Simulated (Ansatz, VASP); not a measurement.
**One calculation of MnO, two programs**

Contents of INCAR:

```
  PREC = Accurate
  ENCUT = 520
  EDIFF = 1E-6
  ISMEAR = -1
  SIGMA = 0.05
  LREAL = F
  LASPH = T
  NELM = 150
  ALGO = Normal
  ISIF = 2
  LWAVE = F
  LCHARG = F
  ISPIN = 2
  MAGMOM = 4 0
  LORBIT = 11
  LMAXMIX = 4
  GGA = PE
  NBANDS = 20
```

File KPOINTS:

```
regular mesh
0
Gamma
  14 14 14
```

File POSCAR:

```
MnO
1.0
    0.0000000000      2.2220000000      2.2220000000
    2.2220000000      0.0000000000      2.2220000000
    2.2220000000      2.2220000000      0.0000000000
Mn O
1 1
Direct
    0.0000000000      0.0000000000      0.0000000000
    0.5000000000      0.5000000000      0.5000000000
```

Input for Ansatz:

```yaml
crystal:
  lattice:
    - [0.0, 2.222, 2.222]
    - [2.222, 0.0, 2.222]
    - [2.222, 2.222, 0.0]
  atoms:
    - { symbol: Mn, position: [0.0, 0.0, 0.0], spin: 4.0 }
    - { symbol: O, position: [0.5, 0.5, 0.5] }
magnetization:
  spin_polarized: true
kpoints:
  mp_grid: { grid: [14, 14, 14] }
  band_path:
    path:
      - [0.0, 0.0, 0.0]
      - [0.5, 0.0, 0.5]
      - [0.625, 0.25, 0.625]
      - [0.375, 0.375, 0.75]
      - [0.0, 0.0, 0.0]
      - [0.5, 0.5, 0.5]
      - [0.5, 0.25, 0.75]
      - [0.5, 0.0, 0.5]
    npoints: 8
scf:
  occupations: { method: fermi_dirac, width: 0.05 }
hamiltonian:
  xc: pbe
  pseudopotentials: { kind: all_electron, lapw: { basis_error: 0.001 } }
output:
  forces: true
  stress: true
  eigenvalues: true
  fatbands: true
  populations: true
  dos: { projected: true, de: 0.2, e_range: [-14, 8] }
```

Alike in both runs: task single point; functional PBE; k mesh 14 × 14 × 14; occupations fermi-dirac, width 0.05 eV; collinear spin.

|  | VASP | Ansatz |
| --- | --- | --- |
| version | VASP 6.6.1 | Ansatz 0.2.0 |
| potentials or method | VASP PAW PBE potentials, release 64 (Mn_pv, O), cutoff 520 eV | all-electron LAPW, scalar-relativistic |

```tsv
	VASP	Ansatz	Ansatz less VASP
pressure (GPa)	-0.1	-0.2	-0.16
net moment per atom (μB)	2.38	2.38	0.000
size of the moment on the site where the two differ most (μB)	0.20	0.23	+0.030
```

Site moments also hang on the region over which each program counts them. Ansatz ran all-electron here, and VASP with PAW potentials.
